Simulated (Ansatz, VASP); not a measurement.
Two plane-wave programs on C

```
C
1.0
     0.00000    1.77892    1.77892
     1.77892    0.00000    1.77892
     1.77892    1.77892    0.00000
C
2
Direct
  0.00000 0.00000 0.00000
  0.25000 0.25000 0.25000
```

Alike in both runs: functional r2SCAN; dispersion rVV10; k mesh 12 × 12 × 12; occupations gaussian, width 0.02 eV; no spin polarisation.

Ansatz relaxed the structure, and its values are those at the end. VASP's run is a single point on that final structure, the one shown.

|  | VASP | Ansatz |
| --- | --- | --- |
| version | VASP 6.6.1 | Ansatz 0.2.0 |
| potentials or method | VASP PAW PBE potentials, release 64 (C), cutoff 660 eV | scalar-relativistic, plane waves, PAW |
| valence electrons in the cell | 8 | 8 |

VASP gave:

| Item | Value |
| --- | --- |
| gap on the k mesh at the Fermi level (eV) | 4.33 |
| least direct gap on the mesh (eV) | 5.85 |
| pressure (GPa) | 0.2 |

Q: What did Ansatz give for the same quantities?

A: gap on the k mesh at the Fermi level (eV): 4.36; least direct gap on the mesh (eV): 5.89; pressure (GPa): 0.0.

VASP's potentials were made for PBE, not for r2SCAN.
